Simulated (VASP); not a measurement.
Here is a VASP 6.6.1 calculation.

The input POSCAR:

```
Pt
1.0
    4.1772297069      0.0000000000      0.0000000000
    0.0000000000      4.1772297069      0.0000000000
   -2.0886148535      0.0000000000      1.8367440195
Pt
2
Direct
    0.0000000000      0.0000000000      0.0000000000
    0.5000000000      0.5000000000      0.0000000000
```

INCAR.step1

```
SYSTEM = Pt
PREC     = Accurate       ! precision mode
ENCUT    = 520            ! plane-wave cutoff, eV
ISMEAR   = 0              ! smearing method
SIGMA    = 0.1            ! smearing width, eV
LREAL    = .FALSE.        ! projectors in reciprocal space
LASPH    = .TRUE.         ! aspherical terms in the spheres
NELM     = 100            ! most SCF steps
NBANDS   = 17             ! bands
ISYM     = 0            
GGA      = PE             ! functional
ALGO     = Normal         ! electronic algorithm
EDIFF    = 1E-4           ! SCF threshold, eV
LWAVE    = .TRUE.         ! write WAVECAR
LCHARG   = .FALSE.        ! write CHGCAR
```

Contents of INCAR.step2:

```
SYSTEM = Pt
PREC     = Accurate       ! precision mode
ENCUT    = 520            ! plane-wave cutoff, eV
EDIFF    = 1E-6           ! SCF threshold, eV
ISMEAR   = 0              ! smearing method
SIGMA    = 0.1            ! smearing width, eV
LREAL    = .FALSE.        ! projectors in reciprocal space
LASPH    = .TRUE.         ! aspherical terms in the spheres
NELM     = 100            ! most SCF steps
ALGO     = Normal         ! electronic algorithm
ISIF     = 2              ! what is computed and relaxed
LWAVE    = .FALSE.        ! write WAVECAR
LCHARG   = .FALSE.        ! write CHGCAR
METAGGA  = R2SCAN         ! meta-GGA
LMIXTAU  = .TRUE.       
NBANDS   = 17             ! bands
ISYM     = 0            
ISTART   = 1
```

File KPOINTS:

```
Automatic mesh
0
G
  8 8 19
  0 0 0
```

Potentials or basis: VASP PAW PBE potentials, release 64 (Pt).

Command:

```sh
$ cat potpaw_PBE.64/Pt/POTCAR > POTCAR
$ cp INCAR.step1 INCAR
$ mpirun -np 1 vasp_std > vasp.out
$ cp INCAR.step2 INCAR
$ mpirun -np 1 vasp_std > vasp.out
```

Predict the pressure.

-9.6 GPa.

Predict the band gap on the k mesh.

zero (band 10 reaches 10.61 eV, above the bottom of band 11 at 8.87 eV).

Stress tensor (GPa, compression positive):
```
-11.07   0.00  -0.02
  0.00 -10.86   0.00
 -0.02   0.00  -6.80
```

Caveat: the PAW data sets were made with another functional, which shifts forces and pressure a little; spin-orbit coupling is left out, which moves the levels of the heavy elements.
